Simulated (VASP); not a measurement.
Here is a VASP 6.6.1 calculation.

The input INCAR:

```
SYSTEM = SiSn2
PREC = Accurate
ENCUT = 520
EDIFF = 1E-7
ISMEAR = 0
SIGMA = 0.1
LREAL = .FALSE.
LASPH = .TRUE.
NELM = 100
ALGO = Fast
ISIF = 2
LWAVE = .FALSE.
LCHARG = .FALSE.
GGA = PE
NBANDS = 41
```

File KPOINTS:

```
regular mesh
0
G
  12 12 4
  0 0 0
```

File POSCAR:

```
SiSn2
1.0
    4.4243983490      0.0000000000      0.0000000000
   -2.2121991745      3.8316413667      0.0000000000
    0.0000000000      0.0000000000     10.8761333808
Si Sn
2 4
Direct
    0.0000000000      0.0000000000      0.1087482126
    0.0000000000      0.0000000000      0.8912517874
    0.6666666667      0.3333333333      0.1850361750
    0.6666666667      0.3333333333      0.4486619108
    0.3333333333      0.6666666667      0.8149638250
    0.3333333333      0.6666666667      0.5513380892
```

Potentials or basis: VASP PAW PBE potentials, release 64 (Si, Sn_d).

The run is started by

```bash
$ cat potpaw_PBE.64/Si/POTCAR potpaw_PBE.64/Sn_d/POTCAR > POTCAR
$ mpirun -np 1 vasp_std > vasp.out
```

(1) Predict the pressure.

(2) Estimate the largest force.

(3) What does it give for the band gap on the k mesh?

Answers

(1) -0.1 GPa.

(2) 0.003 eV/Å.

(3) zero (bands 32 and 33 overlap by 0.11 eV).

Caveat: semilocal functionals underestimate gaps, and a narrow one can read as zero; spin-orbit coupling is left out, which moves the levels of the heavy elements.
